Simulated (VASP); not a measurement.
# Ca5SnN: relaxation of cell and atoms with PBE

The system is Ca5SnN.

```xyz
7
Lattice="4.3137 0.0000 0.0000 0.0000 4.3137 0.0000 0.0000 0.0000 7.5877" Properties=species:S:1:pos:R:3 pbc="T T T"
Ca    0.0000    0.0000    0.0000
Ca    0.0000    2.1569    2.2214
Ca    2.1569    0.0000    2.2214
Ca    0.0000    2.1569    5.3663
Ca    2.1569    0.0000    5.3663
Sn    2.1569    2.1569    0.0000
N     0.0000    0.0000    3.7939
```

The cell was generated, and may not be a known phase.

```
Program                : VASP 6.6.1
Task                   : relaxation of cell and atoms
Functional             : PBE
Potentials or basis    : VASP PAW PBE potentials, release 64 (Ca_sv, Sn_d, N)
Cutoff                 : 600 eV
k mesh                 : 4 × 4 × 2
Occupations            : gaussian, width 0.2 eV
Spin                   : no spin polarisation
Dipole correction      : no
Further INCAR settings : ALGO = Normal; EDIFF = 1e-07; IBRION = 2; EDIFFG = -0.08; NSW = 36; ISIF = 3
```

- Relaxed volume: 25.42 Å³/atom
- Relaxed cell: a = 4.644 Å, b = 4.644 Å, c = 8.248 Å, α = 90.00°, β = 90.00°, γ = 90.00°
- Space group after relaxing (to 0.1 Å): P4/mmm (No. 123)
- Energy gained by relaxing: 325.0 meV/atom
- Ionic steps: 6
- Pressure after relaxing: 0.2 GPa
- Largest force after relaxing: 0.016 eV/Å
- Band gap on the k mesh: zero (an odd number of electrons rules out a gap without spin polarisation)

Forces in eV/Å, atoms in the order of the input:
```
Ca   0.000  0.000  0.000
Ca   0.000  0.000 -0.016
Ca   0.000  0.000 -0.016
Ca   0.000  0.000  0.016
Ca   0.000  0.000  0.016
Sn   0.000  0.000  0.000
N    0.000  0.000  0.000
```

Stress tensor (GPa, compression positive):
```
0.12 0.00 0.00
0.00 0.12 0.00
0.00 0.00 0.44
```

The path:
```tsv
step	energy change (eV)	largest force (eV/Å)	pressure (GPa)	volume (Å³)
1	0.0000	2.0946	14.69	141.19
2	-2.0589	0.6612	-0.42	182.38
3	-2.0620	0.6168	-0.77	184.26
4	-2.1454	0.4718	-0.51	182.03
5	-2.2488	0.0265	0.53	175.85
6	-2.2753	0.0160	0.22	177.92
```

Final structure:
```xyz
7
Lattice="4.6444 0.0000 0.0000 0.0000 4.6444 0.0000 0.0000 0.0000 8.2484" Properties=species:S:1:pos:R:3 pbc="T T T"
Ca    4.6444    0.0000    0.0000
Ca    0.0000    2.3222    2.6717
Ca    2.3222    4.6444    2.6717
Ca    0.0000    2.3222    5.5767
Ca    2.3222    0.0000    5.5767
Sn    2.3222    2.3222    0.0000
N     4.6444    0.0000    4.1242
```

Levels at points of the mesh, in eV from the Fermi level:
```
           k point  band 31  band 32  band 33  band 34  band 35  band 36  band 37  band 38
(0.00, 0.00, 0.00)    -2.19    -1.86    -0.54    -0.31    -0.31     0.27     0.78     1.15
(0.50, 0.00, 0.00)    -2.56    -2.28    -0.74    -0.17     0.05     0.53     1.33     1.52
(0.50, 0.50, 0.00)    -1.91    -1.91    -1.50    -0.99    -0.66     0.05     0.05     0.76
(0.00, 0.00, 0.50)    -2.60    -0.30    -0.30    -0.25    -0.11     0.60     0.87     0.89
(0.50, 0.00, 0.50)    -2.47    -2.00    -0.72    -0.42     0.12     0.92     0.99     1.23
(0.50, 0.50, 0.50)    -2.19    -2.19    -1.55    -0.65    -0.52     0.24     0.49     0.49
```

Run time: 16 min on 1 thread of Intel Xeon 8259CL (shared host), peak memory 0.33 GiB.

Caveat: the k points lie up to 0.38 Å⁻¹ apart in the final cell, too coarse for converged energies and pressures of a metal; the volume moved by over 15 % at a fixed basis, so the end points are rough; spin-orbit coupling is left out, which moves the levels of the heavy elements.
